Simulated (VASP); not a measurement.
NiO: single point with PBEsol+D4

**The experiment to reproduce.**

From “Local correlations, non-local screening, multiplets, and band formation in NiO”, 2012, arxiv:1210.6675, for a bulk crystal of NiO: band gap 4.3 eV.

NiO:

```
CELL_PARAMETERS angstrom
0.00000 2.05771 2.05771
2.05771 0.00000 2.05771
2.05771 2.05771 0.00000
ATOMIC_POSITIONS crystal
Ni 0.00000 0.00000 0.00000
O 0.50000 0.50000 0.50000
```

| Property | Result |
| --- | --- |
| Program | VASP 6.6.1 |
| Task | single point |
| Functional | PBEsol |
| Dispersion | D4 |
| Potentials or basis | VASP PAW PBE potentials, release 64 (Ni, O) |
| Cutoff | 520 eV |
| k mesh | 11 × 11 × 11 |
| Occupations | fermi-dirac, width 0.05 eV |
| Spin | collinear spin, ferromagnetic start |
| Starting moments | [1.0, 0.0] μB |

```json
{"Pressure": "-2.3 GPa", "Net moment": "1.24 μB per cell", "Site moments": "Ni +1.03; O +0.17 μB", "Valence electrons inside the program's atomic spheres": "Ni 9.12; O 4.95", "Dispersion energy per atom": "-0.183 eV"}
```

Levels at points of the mesh, in eV from the Fermi level:
Spin up:
```csv
k point,band 7,band 8,band 9,band 10,band 11,band 12
"(0.00, 0.00, 0.00)",-2.51,-2.51,-2.51,1.68,17.72,19.13
```
Spin down:
```csv
k point,band 5,band 6,band 7,band 8,band 9,band 10
"(0.00, 0.00, 0.00)",-1.87,-1.87,-1.87,-1.06,-1.06,1.93
```

Wall time 20 s on 1 thread of Intel(R) Xeon(R) 6975P-C (Granite Rapids), on a shared host, peak memory 0.16 GiB.

Measured gap of NiO: 4.3 eV (quoted in “Local correlations, non-local screening, multiplets, and band formation in NiO”, 2012, arxiv:1210.6675). This calculation gives 0.00 eV (-4.30 eV). So large a miss can be the level of theory's own, or it may mean another phase, state or a wrong row. The value is that of PBEsol+D4 on a finite k mesh, which can miss the band edges, without temperature or zero-point motion. Semilocal functionals fall short of measured gaps as a rule. The run's magnetic order (collinear spin, ferromagnetic start) needn't be the measured crystal's.

Caveat: the PAW data sets were made with another functional, which shifts forces and pressure a little; a cell with one magnetic atom can't hold antiferromagnetic order, which such compounds often take; semilocal functionals often make such compounds metallic where correlation or magnetic order opens a gap, which also shifts bond lengths; pairwise dispersion overbinds metals, which lowers pressure and volume.
